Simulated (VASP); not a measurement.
A run of VASP 6.6.1 is set up as follows.

INCAR

```
SYSTEM = V
PREC = Accurate
ENCUT = 500
EDIFF = 1E-6
ISMEAR = 1
SIGMA = 0.0096
LREAL = .FALSE.
LASPH = .TRUE.
NELM = 200
ALGO = Normal
ISIF = 2
LWAVE = .FALSE.
LCHARG = .TRUE.
ISPIN = 2
MAGMOM = 0.51
LORBIT = 11
LMAXMIX = 4
GGA = PE
LELF = .TRUE.
LVHAR = .TRUE.
NBANDS = 16
GGA_COMPAT = .FALSE.
```

Contents of KPOINTS:

```
Automatic mesh
0
G
  6 6 6
  0 0 0
```

Contents of POSCAR:

```
V
1.0
   -1.5130000000      1.5130000000      1.5130000000
    1.5130000000     -1.5130000000      1.5130000000
    1.5130000000      1.5130000000     -1.5130000000
V
1
Direct
    0.0000000000      0.0000000000      0.0000000000
```

Potentials or basis: VASP PAW PBE potentials, release 64 (V_sv).

Launch:

```sh
$ cat potpaw_PBE.64/V_sv/POTCAR > POTCAR
$ mpirun -np 1 vasp_std > vasp.out
```

Task: Estimate the pressure.

Result: -3.8 GPa.

Task: Predict the site moments.

Result: V +0.50 μB.

Task: Estimate the net moment.

Result: 0.64 μB per cell.

Caveat: the k points lie up to 0.49 Å⁻¹ apart.
